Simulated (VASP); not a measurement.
# CeO2 (Fm-3m) in VASP: further runs

Runs on CeO2. Level: r2SCAN. Tasks: single point.

Program: VASP 6.6.1. These are calculated values, not measurements. Logs are shortened: lines on timing, memory, paths and dates and some standing lists are left out, and cuts for length are marked.

### 1 The cell of the first run

The structure is cubic, space group Fm-3m (No. 225). The conventional cell has a = 5.326 Å, b = 5.326 Å, c = 5.326 Å, α = 90.00°, β = 90.00°, γ = 90.00°. Within 3.0 Å of Ce (site symmetry m-3m) lie 8 O at 2.31 Å. Within 3.0 Å of O (site symmetry -43m) lie 4 Ce at 2.31 Å and 6 O at 2.66 Å.

### 2 Single point, r2SCAN (12.59 Å³/atom)

Contents of POSCAR:

```
CeO2
1.0
    0.0000000000      2.6631514014      2.6631514014
    2.6631514014      0.0000000000      2.6631514014
    2.6631514014      2.6631514014      0.0000000000
Ce O
1 2
Direct
    0.0000000000      0.0000000000      0.0000000000
    0.2500000000      0.2500000000      0.2500000000
    0.7500000000      0.7500000000      0.7500000000
```

Contents of INCAR.step1:

```
SYSTEM = CeO2
ALGO = Normal
EDIFF = 1E-4
ENCUT = 520
GGA = PE
ISMEAR = 0
LASPH = .True.
LCHARG = .False.
LREAL = .False.
LWAVE = .True.
NBANDS = 19
NELM = 100
PREC = Accurate
SIGMA = 0.01
```

Contents of INCAR.step2:

```
SYSTEM = CeO2
ALGO = Normal
EDIFF = 1E-7
ENCUT = 520
ISIF = 2
ISMEAR = 0
ISTART = 1
LASPH = .True.
LCHARG = .True.
LELF = .True.
LMIXTAU = .True.
LREAL = .False.
LVHAR = .True.
LWAVE = .False.
METAGGA = R2SCAN
NBANDS = 19
NELM = 100
PREC = Accurate
SIGMA = 0.01
```

Contents of KPOINTS:

```
k-points
0
Gamma
  6 6 6
  0 0 0
```

Potentials or basis: VASP PAW PBE potentials, release 64 (Ce, O).

Launch:

```
cat potpaw_PBE.64/Ce/POTCAR potpaw_PBE.64/O/POTCAR > POTCAR
cp INCAR.step1 INCAR
mpirun -np 1 vasp_std > vasp.out
cp INCAR.step2 INCAR
mpirun -np 1 vasp_std > vasp.out
```

OUTCAR:

```text
SYSTEM = CeO2
   EDIFF = 1E-7
   ENCUT = 520
   ISIF = 2
   ISMEAR = 0
   ISTART = 1
   LASPH = .True.
   LREAL = .False.
   METAGGA = R2SCAN
   NELM = 100
   PREC = Accurate

 ion  position               nearest neighbor table
   1  0.000  0.000  0.000-   3 2.31   3 2.31   3 2.31   2 2.31   2 2.31   2 2.31   3 2.31   2 2.31

   2  0.250  0.250  0.250-   1 2.31   1 2.31   1 2.31   1 2.31
   3  0.750  0.750  0.750-   1 2.31   1 2.31   1 2.31   1 2.31

  LATTYP: Found a face centered cubic cell.
 ALAT       =     5.3263028028

  Lattice vectors:

 A1 = (   0.0000000000,   2.6631514014,   2.6631514014)
 A2 = (   2.6631514014,   0.0000000000,   2.6631514014)
 A3 = (   2.6631514014,   2.6631514014,   0.0000000000)

Analysis of symmetry for initial positions (statically):
=====================================================================
 Subroutine PRICEL returns:
 Original cell was already a primitive cell.

 Routine SETGRP: Setting up the symmetry group for a
 face centered cubic supercell.

 Subroutine GETGRP returns: Found 48 space group operations
 (whereof 48 operations were pure point group operations)
 out of a pool of 48 trial point group operations.

The static configuration has the point symmetry O_h .

Analysis of symmetry for dynamics (positions and initial velocities):
=====================================================================
 Subroutine PRICEL returns:
 Original cell was already a primitive cell.

 Routine SETGRP: Setting up the symmetry group for a
 face centered cubic supercell.

 Subroutine GETGRP returns: Found 48 space group operations
 (whereof 48 operations were pure point group operations)
 out of a pool of 48 trial point group operations.

The dynamic configuration has the point symmetry O_h .

 Subroutine INISYM returns: Found 48 space group operations
 (whereof 48 operations are pure point group operations),
 and found     1 'primitive' translations

----------------------------------------------------------------------------------------

                                     Primitive cell

  volume of cell :      37.7761

  direct lattice vectors                    reciprocal lattice vectors
     0.000000000  2.663151401  2.663151401    -0.187747493  0.187747493  0.187747493
     2.663151401  0.000000000  2.663151401     0.187747493 -0.187747493  0.187747493
     2.663151401  2.663151401  0.000000000     0.187747493  0.187747493 -0.187747493

  length of vectors
     3.766264831  3.766264831  3.766264831     0.325188197  0.325188197  0.325188197

  position of ions in fractional coordinates (direct lattice)
     0.000000000  0.000000000  0.000000000
     0.250000000  0.250000000  0.250000000
     0.750000000  0.750000000  0.750000000

  ion indices of the primitive-cell ions
   primitive index   ion index
                 1           1
                 2           2
                 3           3

----------------------------------------------------------------------------------------

 KPOINTS: k-points

Automatic generation of k-mesh.
 Grid dimensions read from file:
 generate k-points for:    6    6    6

 Generating k-lattice:

  Cartesian coordinates                     Fractional coordinates (reciprocal lattice)
    -0.031291249  0.031291249  0.031291249     0.166666667  0.000000000  0.000000000
     0.031291249 -0.031291249  0.031291249     0.000000000  0.166666667  0.000000000
     0.031291249  0.031291249 -0.031291249     0.000000000  0.000000000  0.166666667

  Length of vectors
     0.054198033  0.054198033  0.054198033

  Shift w.r.t. Gamma in fractional coordinates (k-lattice)
     0.000000000  0.000000000  0.000000000

 Subroutine IBZKPT returns following result:
 ===========================================

 Found     16 irreducible k-points:

 Following reciprocal coordinates:
            Coordinates               Weight
  0.000000  0.000000  0.000000      1.000000
  0.166667  0.000000  0.000000      8.000000
  0.333333  0.000000  0.000000      8.000000
  0.500000  0.000000  0.000000      4.000000
  0.166667  0.166667  0.000000      6.000000
  0.333333  0.166667  0.000000     24.000000
[... 8 lines left out ...]
 -0.333333  0.333333  0.166667     24.000000
 -0.333333  0.500000  0.166667     12.000000
   k-points           NKPTS =     16   k-points in BZ     NKDIM =     16   number of bands    NBANDS=     19
   number of dos      NEDOS =    301   number of ions     NIONS =      3
   total plane-waves  NPLWV =  21952
   dimension x,y,z NGX =    28 NGY =   28 NGZ =   28
   dimension x,y,z NGXF=    56 NGYF=   56 NGZF=   56
   ions per type =               1   2
   NGX,Y,Z   is equivalent  to a cutoff of  12.36, 12.36, 12.36 a.u.
   NGXF,Y,Z  is equivalent  to a cutoff of  24.72, 24.72, 24.72 a.u.
 SYSTEM =  CeO2
   PREC   = accura    normal or accurate (medium, high low for compatibility)
   ISTART =      1    job   : 0-new  1-cont  2-samecut
   ICHARG =      0    charge: 1-file 2-atom 10-const
   ISPIN  =      1    spin polarized calculation?
   LNONCOLLINEAR =      F non collinear calculations
   LSORBIT =      F    spin-orbit coupling
   LASPH  =      T    aspherical Exc in radial PAW
   ENCUT  =  520.0 eV  38.22 Ry    6.18 a.u.   7.00  7.00  7.00*2*pi/ulx,y,z
   NELM   =    100;   NELMIN=  2; NELMDL=  0     # of ELM steps
   EDIFF  = 0.1E-06   stopping-criterion for ELM
   LREAL  =      F    real-space projection
   EDIFFG = 0.1E-05   stopping-criterion for IOM
   NSW    =      0    number of steps for IOM
   IBRION =     -1    ionic relax: 0-MD 1-quasi-New 2-CG
   NFREE  =      0    steps in history (QN), initial steepest desc. (CG)
   ISIF   =      2    stress and relaxation
   ISYM   =      2    0-nonsym 1-usesym 2-fastsym
   POTIM  = 0.5000    time-step for ionic-motion
   TEBEG  =    0.0;   TEEND  =   0.0 temperature during run
   PSTRESS=    0.0 pullay stress
   NELECT =      24.0000    total number of electrons
   NUPDOWN=      -1.0000    fix difference up-down
   EMIN   =  10.00;   EMAX   =-10.00  energy-range for DOS
   EFERMI =   0.00;   METHOD = LEGACY
   ISMEAR =     0;   SIGMA  =   0.01  broadening in eV -4-tet -1-fermi 0-gaus
   EFERMI_NEDOS =   21; number of points for ismear=-14 and -15
   IALGO  =     38    algorithm
   IMIX   =      4    mixing-type and parameters
     AMIX     =   0.40;   BMIX     =  1.00
     AMIX_MAG =   1.60;   BMIX_MAG =  1.00
  volume/ion in A,a.u.               =      12.59        84.98
  Fermi-wavevector in a.u.,A,eV,Ry     =   1.407363  2.659530 26.948651  1.980670
  Thomas-Fermi vector in A             =   2.529630
   LORBIT       =      0    0 simple, 1 ext, 2 COOP (PROOUT), +10 PAW based schemes
   METAGGA = R2SCAN    functional components
   LHFCALC =     F    Hartree Fock is set to
   AEXX    =    0.0000 exact exchange contribution
   IVDW    =     0    specifies the selected vdW correction
   LEPSILON=     F    determine dielectric tensor
   LRPA    =     F    only Hartree local field effects (RPA)
 non-spin polarized calculation
 Gauss-broadening in eV      SIGMA  =   0.01
  energy-cutoff  :      520.00
  volume of cell :       37.78
 maximum number of plane-waves:      1034
   NGX = 13   NGY = 13   NGZ = 13

 number of electron      24.0000013 magnetization

 Free energy of the ion-electron system (eV)
  ---------------------------------------------------
  ext. energy  EPLUGINS =         0.00000000
  ---------------------------------------------------
  free energy    TOTEN  =       -53.93283953 eV

  energy without entropy =      -53.93283953  energy(sigma->0) =      -53.93283953

 E-fermi :   5.5529     XC(G=0): -12.3364

 val. band max:        5.4768621132   @ k =   0.5000   0.3333   0.1667
 cond. band min:       7.9727481411   @ k =   0.5000   0.0000   0.0000
 fundamental gap:      2.4958860279
 Fermi energy:         5.5528659385

 k-point     1 :       0.0000    0.0000    0.0000
  band No.  band energies     occupation
      1     -27.8703      2.00000
      2     -11.8042      2.00000
      3     -10.9409      2.00000
      4      -9.4289      2.00000
      5      -9.4289      2.00000
      6      -9.4289      2.00000
[... 11 lines left out ...]
     18       9.0691      0.00000
     19       9.0691      0.00000

 k-point     2 :       0.1667    0.0000    0.0000
  band No.  band energies     occupation
      1     -27.8022      2.00000
      2     -12.6154      2.00000
      3     -11.1651      2.00000
      4      -9.5055      2.00000
      5      -9.5055      2.00000
      6      -8.6063      2.00000
[... 11 lines left out ...]
     18       8.9276      0.00000
     19       8.9276      0.00000

 k-point     3 :       0.3333    0.0000    0.0000
  band No.  band energies     occupation
      1     -27.6605      2.00000
      2     -13.6759      2.00000
      3     -11.5924      2.00000
      4      -9.6513      2.00000
      5      -9.6513      2.00000
      6      -7.4467      2.00000
[... 11 lines left out ...]
     18       8.8890      0.00000
     19       8.8890      0.00000

 k-point     4 :       0.5000    0.0000    0.0000
  band No.  band energies     occupation
      1     -27.5868      2.00000
      2     -14.1053      2.00000
      3     -11.7808      2.00000
      4      -9.7208      2.00000
      5      -9.7208      2.00000
      6      -6.9531      2.00000
[... 231 lines left out ...]
     18       8.6284      0.00000
     19       9.0417      0.00000

 k-point    15 :      -0.3333    0.3333    0.1667
  band No.  band energies     occupation
      1     -27.5146      2.00000
      2     -13.7414      2.00000
      3     -13.2733      2.00000
      4     -10.0291      2.00000
      5      -8.0633      2.00000
      6      -7.5415      2.00000
[... 11 lines left out ...]
     18       8.6159      0.00000
     19       9.1907      0.00000

 k-point    16 :      -0.3333    0.5000    0.1667
  band No.  band energies     occupation
      1     -27.4900      2.00000
      2     -14.0782      2.00000
      3     -12.9517      2.00000
      4     -10.1767      2.00000
      5      -8.6573      2.00000
      6      -6.8566      2.00000
[... 11 lines left out ...]
     18       8.6631      0.00000
     19       9.3092      0.00000

------------------------ aborting loop because EDIFF is reached ----------------------------------------

  FORCE on cell =-STRESS in cart. coord.  units (eV):
  Direction    XX          YY          ZZ          XY          YZ          ZX
  --------------------------------------------------------------------------------------
  -------------------------------------------------------------------------------------
  Total        3.1342609      3.1342609      3.1342609     -0.0000000      0.0000000     -0.0000000
  in kB      132.9315803    132.9315803    132.9315803     -0.0000000      0.0000000     -0.0000000
  external PRESSURE =     132.9315803 kB  Pullay stress =       0.0000000 kB

 VOLUME and BASIS-vectors are now :
 -----------------------------------------------------------------------------
  energy-cutoff  :      520.00
  volume of cell :       37.78
      direct lattice vectors                 reciprocal lattice vectors
     0.000000000  2.663151401  2.663151401    -0.187747493  0.187747493  0.187747493
     2.663151401  0.000000000  2.663151401     0.187747493 -0.187747493  0.187747493
     2.663151401  2.663151401  0.000000000     0.187747493  0.187747493 -0.187747493

 POSITION                                       TOTAL-FORCE (eV/Angst)
 -----------------------------------------------------------------------------------
      0.00000      0.00000      0.00000        -0.000000      0.000000     -0.000000
      1.33158      1.33158      1.33158         0.000000      0.000000      0.000000
      3.99473      3.99473      3.99473        -0.000000     -0.000000     -0.000000
 -----------------------------------------------------------------------------------
    total drift:                                0.000000      0.000000      0.000000

  FREE ENERGIE OF THE ION-ELECTRON SYSTEM (eV)
  ---------------------------------------------------
  free  energy   TOTEN  =       -53.9328395300 eV

  energy  without entropy=      -53.9328395300  energy(sigma->0) =      -53.93283953
```

Wall time 90 s (1 thread of Intel Xeon 8259CL, shared host); peak memory 0.18 GiB.

Results:

* Free energy: -53.9328 eV
* Pressure: 13.3 GPa
* Band gap on the k mesh: 2.50 eV (least direct gap 2.59 eV)

Levels at points of the mesh, in eV from the valence-band top:
| k point | band 9 | band 10 | band 11 | band 12 | band 13 | band 14 | band 15 | band 16 |
| --- | --- | --- | --- | --- | --- | --- | --- | --- |
| (0.00, 0.00, 0.00) | -4.14 | -0.59 | -0.59 | -0.59 | 2.96 | 2.96 | 2.96 | 3.17 |
| (0.50, 0.00, 0.00) | -1.23 | -1.15 | -0.71 | -0.71 | 2.50 | 2.76 | 2.76 | 2.97 |
| (0.50, 0.50, 0.00) | -1.07 | -0.83 | -0.83 | -0.61 | 2.64 | 2.68 | 2.68 | 2.87 |

Caveat: the cell stands under pressure; the PAW data sets were made with another functional, which shifts forces and pressure a little; spin-orbit coupling is left out, which moves the levels of the heavy elements.

(Continued in part 2 of 2.)
